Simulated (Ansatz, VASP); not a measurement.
# One calculation of ZnO, two programs

Contents of INCAR:

```
SYSTEM = ZnO
ALGO = Normal
EDIFF = 1E-8
ENCUT = 520
ISIF = 2
ISMEAR = -1
LASPH = .TRUE.
LCHARG = .FALSE.
LEFG = .TRUE.
LREAL = .FALSE.
LWAVE = .FALSE.
NBANDS = 26
NELM = 80
PREC = Accurate
SIGMA = 0.01
```

Contents of KPOINTS:

```
k-points
0
G
  8 8 5
  0 0 0
```

The input POSCAR:

```
ZnO
1.0
    3.2493987239      0.0000000000      0.0000000000
   -1.6246993619      2.8140618419      0.0000000000
    0.0000000000      0.0000000000      5.2038000000
Zn O
2 2
Direct
    0.3333333333      0.6666666667      0.0000000000
    0.6666666667      0.3333333333      0.5000000000
    0.3333333333      0.6666666667      0.3821000000
    0.6666666667      0.3333333333      0.8821000000
```

Input for Ansatz:

```yaml
crystal:
  lattice:
    - [3.2493987239, 0.0, 0.0]
    - [-1.6246993619, 2.8140618419, 0.0]
    - [0.0, 0.0, 5.2038]
  atoms:
    - { symbol: Zn, position: [0.3333333333, 0.6666666667, 0.0] }
    - { symbol: Zn, position: [0.6666666667, 0.3333333333, 0.5] }
    - { symbol: O, position: [0.3333333333, 0.6666666667, 0.3821] }
    - { symbol: O, position: [0.6666666667, 0.3333333333, 0.8821] }
kpoints:
  mp_grid: { grid: [8, 8, 5] }
  band_path:
    path:
      - [0.0, 0.0, 0.0]
      - [0.5, 0.0, 0.0]
      - [0.3333333333, 0.3333333333, 0.0]
      - [0.0, 0.0, 0.0]
      - [0.0, 0.0, 0.5]
      - [0.5, 0.0, 0.5]
      - [0.3333333333, 0.3333333333, 0.5]
      - [0.0, 0.0, 0.5]
      - [0.5, 0.0, 0.5]
    npoints: 8
scf:
  occupations: { method: fermi_dirac, width: 0.01 }
hamiltonian:
  xc: lda
  pseudopotentials: { kind: all_electron, datasets: crystal }
output:
  forces: true
  stress: true
  eigenvalues: true
  efg: { contact_densities: true }
```

Alike in both runs: task electric field gradients; functional LDA; k mesh 8 × 8 × 5; occupations fermi-dirac, width 0.01 eV; no spin polarisation.

|  | VASP | Ansatz |
| --- | --- | --- |
| version | VASP 6.6.1 | Ansatz 0.2.0 |
| potentials or method | VASP PAW LDA potentials, release 64 (Zn, O), cutoff 520 eV | all-electron PAW with datasets made for the crystal, scalar-relativistic |

```tsv
	VASP	Ansatz	Ansatz less VASP
gap on the k mesh at the Fermi level (eV)	0.74	0.75	+0.004
pressure (GPa)	-6.0	-7.0	-1.03
traceless stress, the component that is largest in VASP (GPa)	0.40	0.42	+0.012
rms of the force components (eV/Å)	0.024	0.023	-0.0002
size of Vzz on the site where it differs most (V/Å²)	7.8	7.2	-0.63
```

LDA's correlation is that of Perdew and Zunger in VASP and of Perdew and Wang (1992) in Ansatz. Atom by atom the forces differ by 0.000 eV/Å (rms over components). Ansatz ran all-electron here, and VASP with PAW potentials.
